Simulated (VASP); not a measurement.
A run of VASP 6.6.1:

The input POSCAR:

```
C
1.0
    2.5031953697      0.0000000000      0.0000000000
   -1.2515976849      2.1678307808      0.0000000000
    0.0000000000      0.0000000000      4.1688692845
C
4
Direct
    0.3333333333      0.6666666667      0.0002313171
    0.6666666667      0.3333333333      0.5002313171
    0.3333333333      0.6666666667      0.3747686829
    0.6666666667      0.3333333333      0.8747686829
```

Contents of INCAR.step1:

```
  ALGO = Normal
  EDIFF = 1E-4
  ENCUT = 520
  GGA = PE
  ISMEAR = 0
  LASPH = T
  LCHARG = F
  LREAL = F
  LWAVE = T
  NBANDS = 16
  NELM = 60
  PREC = Accurate
  SIGMA = 0.01
```

File INCAR.step2:

```
  ALGO = Normal
  EDIFF = 1E-6
  ENCUT = 520
  ISIF = 2
  ISMEAR = 0
  ISTART = 1
  LASPH = T
  LCHARG = F
  LMIXTAU = T
  LREAL = F
  LWAVE = F
  METAGGA = R2SCAN
  NBANDS = 16
  NELM = 60
  PREC = Accurate
  SIGMA = 0.01
```

File KPOINTS:

```
k-points
0
Gamma
  9 9 6
```

Potentials or basis: VASP PAW PBE potentials, release 64 (C).

Launch:

```bash
$ cat potpaw_PBE.64/C/POTCAR > POTCAR
$ cp INCAR.step1 INCAR
$ mpirun -np 1 vasp_std > vasp.out
$ cp INCAR.step2 INCAR
$ mpirun -np 1 vasp_std > vasp.out
```

Hardware: 1 thread of AMD EPYC 7R13 (shared host).

How long does it take, and how much memory?

Wall time 120 s on 1 thread of AMD EPYC 7R13, on a shared host, peak memory 0.14 GiB. Counts: k points 48.
